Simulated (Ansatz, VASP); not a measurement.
**Ag in VASP and in Ansatz**

```
Ag
1.0
    -1.65160    1.65160    1.65160
     1.65160   -1.65160    1.65160
     1.65160    1.65160   -1.65160
Ag
1
Cartesian
  0.0000 0.0000 0.0000
```

Alike in both runs: functional PBE; k mesh 18 × 18 × 18; occupations gaussian, width 0.1 eV; no spin polarisation.

Ansatz relaxed the structure, and its values are those at the end. VASP's run is a single point on that final structure, the one shown.

|  | VASP | Ansatz |
| --- | --- | --- |
| version | VASP 6.6.1 | Ansatz 0.2.0 |
| potentials or method | VASP PAW PBE potentials, release 64 (Ag), cutoff 520 eV | scalar-relativistic, plane waves, PAW |
| valence electrons in the cell | 11 | 19 |

|  | VASP | Ansatz | Ansatz less VASP |
| --- | --- | --- | --- |
| gap on the k mesh at the Fermi level (eV) | none | none | - |
| pressure (GPa) | -0.1 | 0.0 | +0.10 |

A gap of «none» marks a metal or a gap that the smearing closes. VASP's potentials hold 11 valence electrons a cell and Ansatz's 19, so a difference there can come from the potentials and not from the codes.
